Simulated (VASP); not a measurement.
# Mg (Fd-3m) in VASP: notebook

Runs on Mg. Level: PBE. Tasks: relaxation of cell and atoms.

All numbers are computed with VASP 6.6.1; they aren't measurements. Logs are shortened: lines on timing, memory, paths and dates and some standing lists are left out, and cuts for length are marked.

### 1 The cell of the first run

The structure is cubic, space group Fd-3m (No. 227). The conventional cell has a = 5.790 Å, b = 5.790 Å, c = 5.790 Å, α = 90.00°, β = 90.00°, γ = 90.00°. Mg (site symmetry -43m) has 4 Mg at 2.51 Å within 3.3 Å.

This isn't the form of Mg at room conditions, which is hcp.

### 2 Relaxation of cell and atoms, PBE, target pressure 5.7 GPa, at which the enthalpy is minimised

Input file INCAR:

```
PREC = Accurate
ENCUT = 600
EDIFF = 1E-6
ISMEAR = -1
SIGMA = 0.08
LREAL = F
LASPH = T
NELM = 60
ALGO = Normal
ISIF = 3
LWAVE = F
LCHARG = F
GGA = PE
IBRION = 2
NSW = 60
EDIFFG = -0.005
PSTRESS = 57.0
```

Input file KPOINTS:

```
Automatic mesh
0
Gamma
  11 11 11
```

Input file POSCAR:

```
Mg
1.0
    0.0000000000      2.8950342706      2.8950342706
    2.8950342706      0.0000000000      2.8950342706
    2.8950342706      2.8950342706      0.0000000000
Mg
2
Direct
   -0.1250000000     -0.1250000000     -0.1250000000
    0.1250000000      0.1250000000      0.1250000000
```

Potentials or basis: VASP PAW PBE potentials, release 64 (Mg).

The run is started by

```console
cat potpaw_PBE.64/Mg/POTCAR > POTCAR
mpirun -np 1 vasp_std > vasp.out
```

OUTCAR:

```text
PREC = Accurate
   ENCUT = 600
   EDIFF = 1E-6
   ISMEAR = -1
   LREAL = F
   LASPH = T
   NELM = 60
   ISIF = 3
   GGA = PE
   IBRION = 2
   NSW = 60
   EDIFFG = -0.005
   PSTRESS = 57.0

 ion  position               nearest neighbor table
   1  0.875  0.875  0.875-   2 2.51   2 2.51   2 2.51   2 2.51
   2  0.125  0.125  0.125-   1 2.51   1 2.51   1 2.51   1 2.51

  LATTYP: Found a face centered cubic cell.
 ALAT       =     5.7900685412

  Lattice vectors:

 A1 = (   0.0000000000,   2.8950342706,   2.8950342706)
 A2 = (   2.8950342706,   0.0000000000,   2.8950342706)
 A3 = (   2.8950342706,   2.8950342706,   0.0000000000)

Analysis of symmetry for initial positions (statically):
=====================================================================
 Subroutine PRICEL returns:
 Original cell was already a primitive cell.

 Routine SETGRP: Setting up the symmetry group for a
 face centered cubic supercell.

 Subroutine GETGRP returns: Found 48 space group operations
 (whereof 12 operations were pure point group operations)
 out of a pool of 48 trial point group operations.

The static configuration has the point symmetry D_3d.
 The point group associated with its full space group is O_h .

Analysis of symmetry for dynamics (positions and initial velocities):
=====================================================================
 Subroutine PRICEL returns:
 Original cell was already a primitive cell.

 Routine SETGRP: Setting up the symmetry group for a
 face centered cubic supercell.

 Subroutine GETGRP returns: Found 48 space group operations
 (whereof 12 operations were pure point group operations)
 out of a pool of 48 trial point group operations.

The dynamic configuration has the point symmetry D_3d.
 The point group associated with its full space group is O_h .

 Subroutine INISYM returns: Found 48 space group operations
 (whereof 12 operations are pure point group operations),
 and found     1 'primitive' translations

----------------------------------------------------------------------------------------

                                     Primitive cell

  volume of cell :      48.5279

  direct lattice vectors                    reciprocal lattice vectors
     0.000000000  2.895034271  2.895034271    -0.172709527  0.172709527  0.172709527
     2.895034271  0.000000000  2.895034271     0.172709527 -0.172709527  0.172709527
     2.895034271  2.895034271  0.000000000     0.172709527  0.172709527 -0.172709527

  length of vectors
     4.094196729  4.094196729  4.094196729     0.299141676  0.299141676  0.299141676

  position of ions in fractional coordinates (direct lattice)
     0.875000000  0.875000000  0.875000000
     0.125000000  0.125000000  0.125000000

  ion indices of the primitive-cell ions
   primitive index   ion index
                 1           1
                 2           2

----------------------------------------------------------------------------------------

 KPOINTS: Automatic mesh

Automatic generation of k-mesh.
 Grid dimensions read from file:
 generate k-points for:   11   11   11

 Generating k-lattice:

  Cartesian coordinates                     Fractional coordinates (reciprocal lattice)
    -0.015700866  0.015700866  0.015700866     0.090909091  0.000000000  0.000000000
     0.015700866 -0.015700866  0.015700866     0.000000000  0.090909091  0.000000000
     0.015700866  0.015700866 -0.015700866     0.000000000  0.000000000  0.090909091

  Length of vectors
     0.027194698  0.027194698  0.027194698

  Shift w.r.t. Gamma in fractional coordinates (k-lattice)
     0.000000000  0.000000000  0.000000000

 Subroutine IBZKPT returns following result:
 ===========================================

 Found     56 irreducible k-points:

 Following reciprocal coordinates:
            Coordinates               Weight
  0.000000  0.000000  0.000000      1.000000
  0.090909  0.000000  0.000000      8.000000
  0.181818  0.000000  0.000000      8.000000
  0.272727  0.000000  0.000000      8.000000
  0.363636  0.000000  0.000000      8.000000
  0.454545  0.000000  0.000000      8.000000
[... 16 lines left out ...]
 -0.272727  0.181818  0.000000     24.000000
 -0.181818  0.181818  0.000000     12.000000
 [... further k-points ...]
   k-points           NKPTS =     56   k-points in BZ     NKDIM =     56   number of bands    NBANDS=      6
   number of dos      NEDOS =    301   number of ions     NIONS =      2
   total plane-waves  NPLWV =  46656
   dimension x,y,z NGX =    36 NGY =   36 NGZ =   36
   dimension x,y,z NGXF=    72 NGYF=   72 NGZF=   72
   ions per type =               2
   NGX,Y,Z   is equivalent  to a cutoff of  14.62, 14.62, 14.62 a.u.
   NGXF,Y,Z  is equivalent  to a cutoff of  29.24, 29.24, 29.24 a.u.
 SYSTEM =  unknown system
   PREC   = accura    normal or accurate (medium, high low for compatibility)
   ISTART =      0    job   : 0-new  1-cont  2-samecut
   ICHARG =      2    charge: 1-file 2-atom 10-const
   ISPIN  =      1    spin polarized calculation?
   LNONCOLLINEAR =      F non collinear calculations
   LSORBIT =      F    spin-orbit coupling
   LASPH  =      T    aspherical Exc in radial PAW
   ENCUT  =  600.0 eV  44.10 Ry    6.64 a.u.   8.18  8.18  8.18*2*pi/ulx,y,z
   NELM   =     60;   NELMIN=  2; NELMDL= -5     # of ELM steps
   EDIFF  = 0.1E-05   stopping-criterion for ELM
   LREAL  =      F    real-space projection
   EDIFFG = -.5E-02   stopping-criterion for IOM
   NSW    =     60    number of steps for IOM
   IBRION =      2    ionic relax: 0-MD 1-quasi-New 2-CG
   NFREE  =      1    steps in history (QN), initial steepest desc. (CG)
   ISIF   =      3    stress and relaxation
   ISYM   =      2    0-nonsym 1-usesym 2-fastsym
   POTIM  = 0.5000    time-step for ionic-motion
   TEBEG  =    0.0;   TEEND  =   0.0 temperature during run
   PSTRESS=   57.0 pullay stress
   NELECT =       4.0000    total number of electrons
   NUPDOWN=      -1.0000    fix difference up-down
   EMIN   =  10.00;   EMAX   =-10.00  energy-range for DOS
   EFERMI =   0.00;   METHOD = LEGACY
   ISMEAR =    -1;   SIGMA  =   0.08  broadening in eV -4-tet -1-fermi 0-gaus
   EFERMI_NEDOS =   21; number of points for ismear=-14 and -15
   IALGO  =     38    algorithm
   IMIX   =      4    mixing-type and parameters
     AMIX     =   0.40;   BMIX     =  1.00
     AMIX_MAG =   1.60;   BMIX_MAG =  1.00
  volume/ion in A,a.u.               =      24.26       163.74
  Fermi-wavevector in a.u.,A,eV,Ry     =   0.712467  1.346366  6.906433  0.507609
  Thomas-Fermi vector in A             =   1.799849
   LORBIT       =      0    0 simple, 1 ext, 2 COOP (PROOUT), +10 PAW based schemes
   GGA     = PE    functional components
   LHFCALC =     F    Hartree Fock is set to
   AEXX    =    0.0000 exact exchange contribution
   IVDW    =     0    specifies the selected vdW correction
   LEPSILON=     F    determine dielectric tensor
   LRPA    =     F    only Hartree local field effects (RPA)
 conjugate gradient relaxation of ions
 non-spin polarized calculation
  energy-cutoff  :      600.00
  volume of cell :       48.53
 maximum number of plane-waves:      1639
 NGX is ok and might be reduce to    36
   NGX = 17   NGY = 17   NGZ = 17

--------------------------------------- Ionic step        1  -------------------------------------------

 number of electron       4.0000000 magnetization

 Free energy of the ion-electron system (eV)
  ---------------------------------------------------
  ext. energy  EPLUGINS =         0.00000000
  ---------------------------------------------------
  free energy    TOTEN  =        -0.48089809 eV

  energy without entropy =       -0.46053576  energy(sigma->0) =       -0.47071693

------------------------ aborting loop because EDIFF is reached ----------------------------------------

  FORCE on cell =-STRESS in cart. coord.  units (eV):
  Direction    XX          YY          ZZ          XY          YZ          ZX
  --------------------------------------------------------------------------------------
  -------------------------------------------------------------------------------------
  Total        4.4941622      4.4941622      4.4941622      0.0000000      0.0000000      0.0000000
  in kB      148.3775531    148.3775531    148.3775531      0.0000000      0.0000000      0.0000000
  external PRESSURE =      91.3775531 kB  Pullay stress =      57.0000000 kB

 VOLUME and BASIS-vectors are now :
 -----------------------------------------------------------------------------
  energy-cutoff  :      600.00
  volume of cell :       48.53
      direct lattice vectors                 reciprocal lattice vectors
     0.000000000  2.895034271  2.895034271    -0.172709527  0.172709527  0.172709527
     2.895034271  0.000000000  2.895034271     0.172709527 -0.172709527  0.172709527
     2.895034271  2.895034271  0.000000000     0.172709527  0.172709527 -0.172709527
[... 84 lines left out ...]
  FREE ENERGIE OF THE ION-ELECTRON SYSTEM (eV)
  ---------------------------------------------------
  free  energy   TOTEN  =        -1.1974663781 eV

  energy  without entropy=       -1.1741467689  energy(sigma->0) =       -1.18580657

  enthalpy is  TOTEN    =         0.9557096969 eV   P V=        2.1531760750

--------------------------------------- Ionic step        4  -------------------------------------------

 number of electron       4.0000000 magnetization

 Free energy of the ion-electron system (eV)
  ---------------------------------------------------
  ext. energy  EPLUGINS =         0.00000000
  ---------------------------------------------------
  free energy    TOTEN  =        -1.18837454 eV

  energy without entropy =       -1.16505418  energy(sigma->0) =       -1.17671436

 E-fermi :   1.1227     XC(G=0):  -7.5227

 val. band max:        1.0819188205   @ k =  -0.4545   0.3636   0.1818
 cond. band min:       1.1472515690   @ k =  -0.1818   0.2727   0.0909
 fundamental gap:      0.0653327485
 Fermi energy:         1.1227046380

 k-point     1 :       0.0000    0.0000    0.0000
  band No.  band energies     occupation
      1      -4.6938      2.00000
      2       5.1147      0.00000
      3       5.1147      0.00000
      4       5.1147      0.00000
      5       6.1084      0.00000
      6       6.1084      0.00000

 k-point     2 :       0.0909    0.0000    0.0000
  band No.  band energies     occupation
      1      -4.6006      2.00000
      2       4.1506      0.00000
      3       4.8903      0.00000
      4       4.8903      0.00000
      5       6.4219      0.00000
      6       6.4219      0.00000
[... 181 lines left out ...]
 k-point    23 :      -0.2727    0.1818    0.0000
  band No.  band energies     occupation
      1      -3.1434      2.00000
      2       0.6759      1.99252
      3       1.9398      0.00007
      4       4.0844      0.00000
      5       5.8575      0.00000
      6       7.0991      0.00000

 k-point    24 :      -0.1818    0.1818    0.0000
  band No.  band energies     occupation
      1      -3.7103      2.00000
      2       1.8756      0.00016
      3       2.1659      0.00000
      4       4.5562      0.00000
      5       6.4680      0.00000
      6       7.0402      0.00000

 [... further k-points ...]

------------------------ aborting loop because EDIFF is reached ----------------------------------------

  FORCE on cell =-STRESS in cart. coord.  units (eV):
  Direction    XX          YY          ZZ          XY          YZ          ZX
  --------------------------------------------------------------------------------------
  -------------------------------------------------------------------------------------
  Total        2.1532193      2.1532193      2.1532193      0.0000000      0.0000000      0.0000000
  in kB       57.2445897     57.2445897     57.2445897      0.0000000      0.0000000      0.0000000
  external PRESSURE =       0.2445897 kB  Pullay stress =      57.0000000 kB

 VOLUME and BASIS-vectors are now :
 -----------------------------------------------------------------------------
  energy-cutoff  :      600.00
  volume of cell :       60.26
      direct lattice vectors                 reciprocal lattice vectors
     0.000000000  3.111798499  3.111798499    -0.160678784  0.160678784  0.160678784
     3.111798499 -0.000000000  3.111798499     0.160678784 -0.160678784  0.160678784
     3.111798499  3.111798499  0.000000000     0.160678784  0.160678784 -0.160678784

 POSITION                                       TOTAL-FORCE (eV/Angst)
 -----------------------------------------------------------------------------------
      5.44565      5.44565      5.44565         0.000000     -0.000000     -0.000000
      0.77795      0.77795      0.77795        -0.000000      0.000000      0.000000
 -----------------------------------------------------------------------------------
    total drift:                               -0.000000      0.000000      0.000000

  FREE ENERGIE OF THE ION-ELECTRON SYSTEM (eV)
  ---------------------------------------------------
  free  energy   TOTEN  =        -1.1883745416 eV

  energy  without entropy=       -1.1650541751  energy(sigma->0) =       -1.17671436

  enthalpy is  TOTEN    =         0.9556446572 eV   P V=        2.1440191988

 reached required accuracy - stopping structural energy minimisation
```

It took 31 s on 1 thread of Intel Xeon 6975P-C (Granite Rapids), shared host; peak memory 0.21 GiB.

What came out:

| Quantity | Value |
| --- | --- |
| Free energy | -1.1884 eV |
| Relaxed volume | 30.13 Å³/atom |
| Relaxed cell | a = 4.401 Å, b = 4.401 Å, c = 4.401 Å, α = 60.00°, β = 60.00°, γ = 60.00° |
| Space group after relaxing (to 0.1 Å) | Fd-3m (No. 227) |
| Energy change on relaxing (the run minimises the enthalpy) | -353.7 meV/atom |
| Ionic steps | 4 |
| Pressure after relaxing | 5.7 GPa |
| Band gap on the k mesh | zero (bands 2 and 3 overlap by 4.81 eV) |

Step by step:
```tsv
step	energy change (eV)	largest force (eV/Å)	pressure (GPa)	volume (Å³)
1	0.0000	0.0000	14.84	48.53
2	-0.6561	0.0000	6.44	58.91
3	-0.7166	0.0000	5.60	60.52
4	-0.7075	0.0000	5.72	60.26
```

Final structure:
```
Mg
1.0
     0.00000    3.11180    3.11180
     3.11180    0.00000    3.11180
     3.11180    3.11180    0.00000
Mg
2
Direct
  0.87500 0.87500 0.87500
  0.12500 0.12500 0.12500
```

Caveat: the cell is relaxed towards a set pressure, so the run minimises the enthalpy, not the energy; the volume moved by over 15 % at a fixed basis, so the end points are rough.

### 3 Relaxation of cell and atoms, PBE, target pressure 5.7 GPa, at which the enthalpy is minimised

This run uses another cell than the first one, of 30.13 Å³/atom.

Input file INCAR:

```
ALGO     = Normal         # electronic algorithm
EDIFF    = 1E-7           # SCF threshold, eV
EDIFFG   = -0.005         # ionic threshold
ENCUT    = 600            # plane-wave cutoff, eV
GGA      = PE             # functional
IBRION   = 2              # ionic algorithm
ISIF     = 3              # what is computed and relaxed
ISMEAR   = -1             # smearing method
LASPH    = True           # aspherical terms in the spheres
LCHARG   = False          # write CHGCAR
LREAL    = False          # projectors in reciprocal space
LWAVE    = False          # write WAVECAR
NELM     = 60             # most SCF steps
NSW      = 32             # ionic steps
PREC     = Accurate       # precision mode
PSTRESS  = 57.0         
SIGMA    = 0.08           # smearing width, eV
```

Input file KPOINTS:

```
k-points
0
Gamma
  11 11 11
```

Input file POSCAR:

```
Mg
1.0
    0.0000000000      3.1115504427      3.1115504427
    3.1115504427      0.0000000000      3.1115504427
    3.1115504427      3.1115504427      0.0000000000
Mg
2
Direct
   -0.1250000000     -0.1250000000     -0.1250000000
    0.1250000000      0.1250000000      0.1250000000
```

Potentials or basis: VASP PAW PBE potentials, release 64 (Mg).

The run is started by

```console
cat potpaw_PBE.64/Mg/POTCAR > POTCAR
mpirun -np 1 vasp_std > vasp.out
```

Run time: 17 s. Hardware: 1 thread of Intel Xeon 6975P-C (Granite Rapids), shared host; peak memory 0.21 GiB.

It converged, with:

```
Free energy                                                : -1.1898 eV
Relaxed volume                                             : 30.15 Å³/atom
Relaxed cell                                               : a = 4.402 Å, b = 4.402 Å, c = 4.402 Å, α = 60.00°, β = 60.00°, γ = 60.00°
Space group after relaxing (to 0.1 Å)                      : Fd-3m (No. 227)
Energy change on relaxing (the run minimises the enthalpy) : -0.9 meV/atom
Ionic steps                                                : 2
Pressure after relaxing                                    : 5.7 GPa
Band gap on the k mesh                                     : zero (bands 2 and 3 overlap by 4.80 eV)
```

Step by step:
```tsv
step	energy change (eV)	largest force (eV/Å)	pressure (GPa)	volume (Å³)
1	0.0000	0.0000	5.73	60.25
2	-0.0019	0.0000	5.71	60.30
```

Final structure:
```cif
data_structure
_symmetry_space_group_name_H-M 'P 1'
_symmetry_Int_Tables_number 1
_cell_length_a 4.4017
_cell_length_b 4.4017
_cell_length_c 4.4017
_cell_angle_alpha 60.000
_cell_angle_beta 60.000
_cell_angle_gamma 60.000
_cell_volume 60.30
loop_
_atom_site_label
_atom_site_type_symbol
_atom_site_fract_x
_atom_site_fract_y
_atom_site_fract_z
_atom_site_occupancy
Mg1 Mg 0.87500 0.87500 0.87500 1
Mg2 Mg 0.12500 0.12500 0.12500 1
```

Levels at points of the mesh, in eV from the Fermi level:
```
           k point  band 1  band 2  band 3  band 4  band 5
(0.00, 0.00, 0.00)   -5.81    3.99    3.99    3.99    4.98
```

Caveat: the cell is relaxed towards a set pressure, so the run minimises the enthalpy, not the energy.

The gap in the log of VASP goes by the Fermi energy; the results here count the filled bands.